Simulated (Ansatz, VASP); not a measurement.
## GaSbTe4 in VASP and in Ansatz

Contents of INCAR:

```
SYSTEM = GaSbTe4
PREC = Accurate ; ENCUT = 600
EDIFF = 1E-7 ; ISMEAR = 0
SIGMA = 0.1 ; LREAL = .FALSE.
LASPH = .TRUE. ; NELM = 80
ALGO = Normal ; ISIF = 3
LWAVE = .FALSE. ; LCHARG = .FALSE.
GGA = PE ; IBRION = 2
NSW = 90 ; EDIFFG = -0.04
```

The input KPOINTS:

```
regular mesh
0
G
  4 4 2
  0 0 0
```

File POSCAR:

```
GaSbTe4
1.0
    4.3595146800      0.0000000000      0.0000000000
    0.0000000000      4.3595146800      0.0000000000
    0.0000000000      0.0000000000     11.3709752000
Ga Sb Te
1 1 4
Direct
    0.0000000000      0.0000000000      0.0000000000
    0.0000000000      0.0000000000      0.5000000000
    0.5000000000      0.0000000000      0.5000000000
    0.0000000000      0.5000000000      0.5000000000
    0.0000000000      0.0000000000      0.1796219100
    0.0000000000      0.0000000000      0.8203780900
```

Input for Ansatz:

```yaml
crystal:
  lattice:
    - [4.35951468, 0.0, 0.0]
    - [0.0, 4.35951468, 0.0]
    - [0.0, 0.0, 11.3709752]
  atoms:
    - { symbol: Ga, position: [0.0, 0.0, 0.0] }
    - { symbol: Sb, position: [0.0, 0.0, 0.5] }
    - { symbol: Te, position: [0.5, 0.0, 0.5] }
    - { symbol: Te, position: [0.0, 0.5, 0.5] }
    - { symbol: Te, position: [0.0, 0.0, 0.17962191] }
    - { symbol: Te, position: [0.0, 0.0, 0.82037809] }
basis:
  ecutwfc: 420
kpoints:
  mp_grid: { grid: [4, 4, 2] }
hamiltonian:
  xc: pbe
scf:
  occupations: { method: gaussian, width: 0.1 }
  lower_state_search: "off"
output:
  forces: true
  stress: true
  eigenvalues: true
relax:
  adjacent_minimum: "off"
  f_tol: 0.04
  max_steps: 70
  cell: { stress_tol: 0.4 }
```

Alike in both runs: task relaxation of cell and atoms; functional PBE; k mesh 4 × 4 × 2; occupations gaussian, width 0.1 eV; no spin polarisation.

```csv
,VASP,Ansatz
version,VASP 6.6.1,Ansatz 0.2.0
potentials or method,"VASP PAW PBE potentials, release 64 (Ga_d, Sb, Te), cutoff 600 eV","scalar-relativistic, plane waves, PAW"
valence electrons in the cell,42,92
```

```tsv
	VASP	Ansatz	Ansatz less VASP
gap on the k mesh at the Fermi level, each at its own relaxed structure (eV)	none	none	-
relaxed volume (Å³/atom)	62.21	62.43	+0.217
relaxed length of the cell vector where the two differ most in proportion (Å)	11.101	11.128	+0.0276
```

A gap of «none» marks a metal or a gap that the smearing closes. VASP's potentials hold 42 valence electrons a cell and Ansatz's 92, so a difference there can come from the potentials and not from the codes.

The k mesh is coarse, so the values compare programs but aren't converged. Neither program's run includes spin-orbit coupling. Noted on VASP's run: the volume moved by over 15 % at a fixed basis, so the end points are rough.
